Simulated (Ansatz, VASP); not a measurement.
# SiC in VASP and in Ansatz

File INCAR:

```
SYSTEM = SiC
ALGO = Normal ; EDIFF = 1E-7
ENCUT = 520 ; ISIF = 2
ISMEAR = 0 ; LASPH = .TRUE.
LCHARG = .FALSE. ; LREAL = Auto
LWAVE = .FALSE. ; NBANDS = 86
NELM = 80 ; PREC = Accurate
SIGMA = 0.01
```

The input KPOINTS:

```
k-points
0
G
  2 2 2
  0 0 0
```

POSCAR

```
SiC
1.0
    3.0584217931     -5.2973419482      0.0000000000
   -6.1168435962      0.0000000057      0.0000000000
    0.0000000000      0.0000000000    -10.0121483307
Si C
16 16
Direct
    0.3333333333      0.1666666667      0.0621585393
    0.8333333333      0.1666666667      0.0621585393
    0.3333333333      0.6666666667      0.0621585393
    0.8333333333      0.6666666667      0.0621585393
    0.1666666667      0.3333333333      0.5621585393
    0.6666666667      0.3333333333      0.5621585393
    0.1666666667      0.8333333333      0.5621585393
    0.6666666667      0.8333333333      0.5621585393
    0.0000000000      0.0000000000      0.3120994172
    0.5000000000      0.0000000000      0.3120994172
    0.0000000000      0.5000000000      0.3120994172
    0.5000000000      0.5000000000      0.3120994172
    0.5000000000      0.5000000000      0.8120994172
    1.0000000000      0.5000000000      0.8120994172
    0.5000000000      1.0000000000      0.8120994172
    1.0000000000      1.0000000000      0.8120994172
    0.3333333333      0.1666666667      0.2501922181
    0.8333333333      0.1666666667      0.2501922181
    0.3333333333      0.6666666667      0.2501922181
    0.8333333333      0.6666666667      0.2501922181
    0.1666666667      0.3333333333      0.7501922181
    0.6666666667      0.3333333333      0.7501922181
    0.1666666667      0.8333333333      0.7501922181
    0.6666666667      0.8333333333      0.7501922181
    0.5000000000      0.5000000000      0.4995508254
    1.0000000000      0.5000000000      0.4995508254
    0.5000000000      1.0000000000      0.4995508254
    1.0000000000      1.0000000000      0.4995508254
    0.0000000000      0.0000000000      0.9995508254
    0.5000000000      0.0000000000      0.9995508254
    0.0000000000      0.5000000000      0.9995508254
    0.5000000000      0.5000000000      0.9995508254
```

Input for Ansatz:

```yaml
crystal:
  lattice:
    - [3.0584217931, -5.2973419482, 0.0]
    - [-6.1168435962, 5.7e-09, 0.0]
    - [0.0, 0.0, -10.0121483307]
  atoms:
    - { symbol: Si, position: [0.3333333333, 0.1666666667, 0.0621585393] }
    - { symbol: Si, position: [0.8333333333, 0.1666666667, 0.0621585393] }
    - { symbol: Si, position: [0.3333333333, 0.6666666667, 0.0621585393] }
    - { symbol: Si, position: [0.8333333333, 0.6666666667, 0.0621585393] }
    - { symbol: Si, position: [0.1666666667, 0.3333333333, 0.5621585393] }
    - { symbol: Si, position: [0.6666666667, 0.3333333333, 0.5621585393] }
    - { symbol: Si, position: [0.1666666667, 0.8333333333, 0.5621585393] }
    - { symbol: Si, position: [0.6666666667, 0.8333333333, 0.5621585393] }
    - { symbol: Si, position: [0.0, 0.0, 0.3120994172] }
    - { symbol: Si, position: [0.5, 0.0, 0.3120994172] }
    - { symbol: Si, position: [0.0, 0.5, 0.3120994172] }
    - { symbol: Si, position: [0.5, 0.5, 0.3120994172] }
    - { symbol: Si, position: [0.5, 0.5, 0.8120994172] }
    - { symbol: Si, position: [1.0, 0.5, 0.8120994172] }
    - { symbol: Si, position: [0.5, 1.0, 0.8120994172] }
    - { symbol: Si, position: [1.0, 1.0, 0.8120994172] }
    - { symbol: C, position: [0.3333333333, 0.1666666667, 0.2501922181] }
    - { symbol: C, position: [0.8333333333, 0.1666666667, 0.2501922181] }
    - { symbol: C, position: [0.3333333333, 0.6666666667, 0.2501922181] }
    - { symbol: C, position: [0.8333333333, 0.6666666667, 0.2501922181] }
    - { symbol: C, position: [0.1666666667, 0.3333333333, 0.7501922181] }
    - { symbol: C, position: [0.6666666667, 0.3333333333, 0.7501922181] }
    - { symbol: C, position: [0.1666666667, 0.8333333333, 0.7501922181] }
    - { symbol: C, position: [0.6666666667, 0.8333333333, 0.7501922181] }
    - { symbol: C, position: [0.5, 0.5, 0.4995508254] }
    - { symbol: C, position: [1.0, 0.5, 0.4995508254] }
    - { symbol: C, position: [0.5, 1.0, 0.4995508254] }
    - { symbol: C, position: [1.0, 1.0, 0.4995508254] }
    - { symbol: C, position: [0.0, 0.0, 0.9995508254] }
    - { symbol: C, position: [0.5, 0.0, 0.9995508254] }
    - { symbol: C, position: [0.0, 0.5, 0.9995508254] }
    - { symbol: C, position: [0.5, 0.5, 0.9995508254] }
basis:
  ecutwfc: 420
  xc_grid: 2
kpoints:
  mp_grid: { grid: [2, 2, 2], shift: [0.0, 0.0, 0.0] }
hamiltonian:
  xc: lda
scf:
  occupations: { method: gaussian, width: 0.01 }
output:
  forces: true
  stress: true
  eigenvalues: true
```

Alike in both runs: task single point; functional LDA; k mesh 2 × 2 × 2; occupations gaussian, width 0.01 eV; no spin polarisation.

|  | VASP | Ansatz |
| --- | --- | --- |
| version | VASP 6.6.1 | Ansatz 0.2.0 |
| potentials or method | VASP PAW LDA potentials, release 64 (Si, C), cutoff 520 eV | scalar-relativistic, plane waves, PAW |
| valence electrons in the cell | 128 | 128 |

```tsv
	VASP	Ansatz	Ansatz less VASP
gap on the k mesh at the Fermi level (eV)	2.15	2.16	+0.011
least direct gap on the mesh (eV)	2.15	2.16	+0.011
pressure (GPa)	0.6	0.2	-0.42
traceless stress, the component that is largest in VASP (GPa)	-0.92	-0.92	+0.006
rms of the force components (eV/Å)	0.024	0.023	-0.0009
```

LDA's correlation is that of Perdew and Zunger in VASP and of Perdew and Wang (1992) in Ansatz. Atom by atom the forces differ by 0.004 eV/Å (rms over components).

The k mesh is coarse, so the values compare programs but aren't converged.
